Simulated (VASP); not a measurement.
# Ir (P6_3/mmc) in VASP: notebook, part 2 of 2

VASP 6.6.1. Earlier steps stand in the parts before.

**3. Single point, LDA (volume scaled by 0.98)**

Input file INCAR:

```
SYSTEM = Ir
ALGO = Fast ; EDIFF = 1E-6
ENCUT = 520 ; ISIF = 2
ISMEAR = -1 ; LASPH = .TRUE.
LCHARG = .FALSE. ; LREAL = .FALSE.
LWAVE = .FALSE. ; NBANDS = 16
NELM = 100 ; PREC = Accurate
SIGMA = 0.05
```

Input file KPOINTS:

```
k-points
0
G
  11 11 6
  0 0 0
```

Input file POSCAR:

```
Ir
1.0
    2.7329117147      0.0000000000      0.0000000000
   -1.3664558574      2.3667709712      0.0000000000
    0.0000000000      0.0000000000      4.4323408426
Ir
2
Direct
    0.3333333333      0.6666666667      0.2500000000
    0.6666666667      0.3333333333      0.7500000000
```

Potentials or basis: VASP PAW LDA potentials, release 64 (Ir).

Run with:

```sh
> cat potpaw_LDA.64/Ir/POTCAR > POTCAR
> mpirun -np 1 vasp_std > vasp.out
```

OUTCAR:

```text
SYSTEM = Ir
   EDIFF = 1E-6
   ENCUT = 520
   ISIF = 2
   ISMEAR = -1
   LASPH = .TRUE.
   LREAL = .FALSE.
   NELM = 100
   PREC = Accurate

 ion  position               nearest neighbor table
   1  0.333  0.667  0.250-   2 2.72   2 2.72   2 2.72   2 2.72   2 2.72   2 2.72
   2  0.667  0.333  0.750-   1 2.72   1 2.72   1 2.72   1 2.72   1 2.72   1 2.72

  LATTYP: Found a hexagonal cell.
 ALAT       =     2.7329117147
 C/A-ratio  =     1.6218382829

  Lattice vectors:

 A1 = (   2.7329117147,   0.0000000000,   0.0000000000)
 A2 = (  -1.3664558574,   2.3667709712,   0.0000000000)
 A3 = (   0.0000000000,   0.0000000000,   4.4323408426)

Analysis of symmetry for initial positions (statically):
=====================================================================
 Subroutine PRICEL returns:
 Original cell was already a primitive cell.

 Routine SETGRP: Setting up the symmetry group for a
 hexagonal supercell.

 Subroutine GETGRP returns: Found 24 space group operations
 (whereof 12 operations were pure point group operations)
 out of a pool of 24 trial point group operations.

The static configuration has the point symmetry D_3d.
 The point group associated with its full space group is D_6h.

Analysis of symmetry for dynamics (positions and initial velocities):
=====================================================================
 Subroutine PRICEL returns:
 Original cell was already a primitive cell.

 Routine SETGRP: Setting up the symmetry group for a
 hexagonal supercell.

 Subroutine GETGRP returns: Found 24 space group operations
 (whereof 12 operations were pure point group operations)
 out of a pool of 24 trial point group operations.

The dynamic configuration has the point symmetry D_3d.
 The point group associated with its full space group is D_6h.

 Subroutine INISYM returns: Found 24 space group operations
 (whereof 12 operations are pure point group operations),
 and found     1 'primitive' translations

----------------------------------------------------------------------------------------

                                     Primitive cell

  volume of cell :      28.6692

  direct lattice vectors                    reciprocal lattice vectors
     2.732911715  0.000000000  0.000000000     0.365910100  0.211258295  0.000000000
    -1.366455857  2.366770971  0.000000000     0.000000000  0.422516590  0.000000000
     0.000000000  0.000000000  4.432340843     0.000000000  0.000000000  0.225614418

  length of vectors
     2.732911715  2.732911715  4.432340843     0.422516590  0.422516590  0.225614418

  position of ions in fractional coordinates (direct lattice)
     0.333333333  0.666666667  0.250000000
     0.666666667  0.333333333  0.750000000

  ion indices of the primitive-cell ions
   primitive index   ion index
                 1           1
                 2           2

----------------------------------------------------------------------------------------

 KPOINTS: k-points

Automatic generation of k-mesh.
 Grid dimensions read from file:
 generate k-points for:   11   11    6

 Generating k-lattice:

  Cartesian coordinates                     Fractional coordinates (reciprocal lattice)
     0.033264555  0.019205300  0.000000000     0.090909091  0.000000000  0.000000000
     0.000000000  0.038410599  0.000000000     0.000000000  0.090909091  0.000000000
     0.000000000  0.000000000  0.037602403     0.000000000  0.000000000  0.166666667

  Length of vectors
     0.038410599  0.038410599  0.037602403

  Shift w.r.t. Gamma in fractional coordinates (k-lattice)
     0.000000000  0.000000000  0.000000000

 Subroutine IBZKPT returns following result:
 ===========================================

 Found     64 irreducible k-points:

 Following reciprocal coordinates:
            Coordinates               Weight
  0.000000  0.000000  0.000000      1.000000
  0.090909  0.000000  0.000000      6.000000
  0.181818  0.000000  0.000000      6.000000
  0.272727  0.000000  0.000000      6.000000
  0.363636  0.000000  0.000000      6.000000
  0.454545  0.000000  0.000000      6.000000
[... 16 lines left out ...]
  0.090909  0.090909  0.166667     12.000000
  0.181818  0.090909  0.166667     24.000000
 [... further k-points ...]
   k-points           NKPTS =     64   k-points in BZ     NKDIM =     64   number of bands    NBANDS=     16
   number of dos      NEDOS =    301   number of ions     NIONS =      2
   total plane-waves  NPLWV =  14400
   dimension x,y,z NGX =    20 NGY =   20 NGZ =   36
   dimension x,y,z NGXF=    40 NGYF=   40 NGZF=   72
   ions per type =               2
   NGX,Y,Z   is equivalent  to a cutoff of  12.17, 12.17, 13.50 a.u.
   NGXF,Y,Z  is equivalent  to a cutoff of  24.33, 24.33, 27.01 a.u.
 SYSTEM =  Ir
   PREC   = accura    normal or accurate (medium, high low for compatibility)
   ISTART =      0    job   : 0-new  1-cont  2-samecut
   ICHARG =      2    charge: 1-file 2-atom 10-const
   ISPIN  =      1    spin polarized calculation?
   LNONCOLLINEAR =      F non collinear calculations
   LSORBIT =      F    spin-orbit coupling
   LASPH  =      T    aspherical Exc in radial PAW
   ENCUT  =  520.0 eV  38.22 Ry    6.18 a.u.   5.08  5.08  8.24*2*pi/ulx,y,z
   NELM   =    100;   NELMIN=  2; NELMDL= -5     # of ELM steps
   EDIFF  = 0.1E-05   stopping-criterion for ELM
   LREAL  =      F    real-space projection
   EDIFFG = 0.1E-04   stopping-criterion for IOM
   NSW    =      0    number of steps for IOM
   IBRION =     -1    ionic relax: 0-MD 1-quasi-New 2-CG
   NFREE  =      0    steps in history (QN), initial steepest desc. (CG)
   ISIF   =      2    stress and relaxation
   ISYM   =      2    0-nonsym 1-usesym 2-fastsym
   POTIM  = 0.5000    time-step for ionic-motion
   TEBEG  =    0.0;   TEEND  =   0.0 temperature during run
   PSTRESS=    0.0 pullay stress
   NELECT =      18.0000    total number of electrons
   NUPDOWN=      -1.0000    fix difference up-down
   EMIN   =  10.00;   EMAX   =-10.00  energy-range for DOS
   EFERMI =   0.00;   METHOD = LEGACY
   ISMEAR =    -1;   SIGMA  =   0.05  broadening in eV -4-tet -1-fermi 0-gaus
   EFERMI_NEDOS =   21; number of points for ismear=-14 and -15
   IALGO  =     68    algorithm
   IMIX   =      4    mixing-type and parameters
     AMIX     =   0.40;   BMIX     =  1.00
     AMIX_MAG =   1.60;   BMIX_MAG =  1.00
  volume/ion in A,a.u.               =      14.33        96.73
  Fermi-wavevector in a.u.,A,eV,Ry     =   1.401826  2.649066 26.737015  1.965115
  Thomas-Fermi vector in A             =   2.524648
   LORBIT       =      0    0 simple, 1 ext, 2 COOP (PROOUT), +10 PAW based schemes
   GGA     = CA    functional components
   LHFCALC =     F    Hartree Fock is set to
   AEXX    =    0.0000 exact exchange contribution
   IVDW    =     0    specifies the selected vdW correction
   LEPSILON=     F    determine dielectric tensor
   LRPA    =     F    only Hartree local field effects (RPA)
 non-spin polarized calculation
 RMM-DIIS sequential band-by-band and
  energy-cutoff  :      520.00
  volume of cell :       28.67
 maximum number of plane-waves:       785
   NGX = 11   NGY = 11   NGZ = 17

 number of electron      18.0000000 magnetization

 Free energy of the ion-electron system (eV)
  ---------------------------------------------------
  ext. energy  EPLUGINS =         0.00000000
  ---------------------------------------------------
  free energy    TOTEN  =       -20.46024154 eV

  energy without entropy =      -20.43530833  energy(sigma->0) =      -20.44777494

 E-fermi :  10.1757     XC(G=0): -14.0635

 val. band max:       10.1644707205   @ k =   0.3636   0.1818   0.1667
 cond. band min:      10.1827565943   @ k =   0.2727   0.0909   0.3333
 fundamental gap:      0.0182858738
 Fermi energy:        10.1757371236

 k-point     1 :       0.0000    0.0000    0.0000
  band No.  band energies     occupation
      1      -0.8858      2.00000
      2       2.1291      2.00000
      3       6.2915      2.00000
      4       6.4004      2.00000
      5       6.4004      2.00000
      6       7.0483      2.00000
[... 8 lines left out ...]
     15      26.6230      0.00000
     16      27.6809      0.00000
[... 419 lines left out ...]
 k-point    24 :       0.1818    0.0909    0.1667
  band No.  band energies     occupation
      1       1.3217      2.00000
      2       3.6523      2.00000
      3       4.9117      2.00000
      4       5.1350      2.00000
      5       6.1102      2.00000
      6       6.7311      2.00000
[... 8 lines left out ...]
     15      25.4982      0.00000
     16      26.8139      0.00000

 [... further k-points ...]

------------------------ aborting loop because EDIFF is reached ----------------------------------------

  FORCE on cell =-STRESS in cart. coord.  units (eV):
  Direction    XX          YY          ZZ          XY          YZ          ZX
  --------------------------------------------------------------------------------------
  -------------------------------------------------------------------------------------
  Total       -1.5727407     -1.5727407     -1.6434690      0.0000000     -0.0000000      0.0000000
  in kB      -87.8926850    -87.8926850    -91.8453381      0.0000000     -0.0000000      0.0000000
  external PRESSURE =     -89.2102361 kB  Pullay stress =       0.0000000 kB

 VOLUME and BASIS-vectors are now :
 -----------------------------------------------------------------------------
  energy-cutoff  :      520.00
  volume of cell :       28.67
      direct lattice vectors                 reciprocal lattice vectors
     2.732911715  0.000000000  0.000000000     0.365910100  0.211258295  0.000000000
    -1.366455857  2.366770971  0.000000000     0.000000000  0.422516590  0.000000000
     0.000000000  0.000000000  4.432340843     0.000000000  0.000000000  0.225614418

 POSITION                                       TOTAL-FORCE (eV/Angst)
 -----------------------------------------------------------------------------------
     -0.00000      1.57785      1.10809         0.000000      0.000000      0.000000
      1.36646      0.78892      3.32426        -0.000000     -0.000000      0.000000
 -----------------------------------------------------------------------------------
    total drift:                               -0.000000      0.000000     -0.000000

  FREE ENERGIE OF THE ION-ELECTRON SYSTEM (eV)
  ---------------------------------------------------
  free  energy   TOTEN  =       -20.4602415362 eV

  energy  without entropy=      -20.4353083347  energy(sigma->0) =      -20.44777494
```

It took 19 s on 1 thread of Intel Xeon 6975P-C (Granite Rapids), shared host; peak memory 0.14 GiB.

Results:

| Item | Value |
| --- | --- |
| Free energy | -20.4602 eV |
| Pressure | -8.9 GPa |
| Band gap on the k mesh | zero (band 9 reaches 11.14 eV, above the bottom of band 10 at 7.96 eV) |

Caveat: spin-orbit coupling is left out, which moves the levels of the heavy elements.
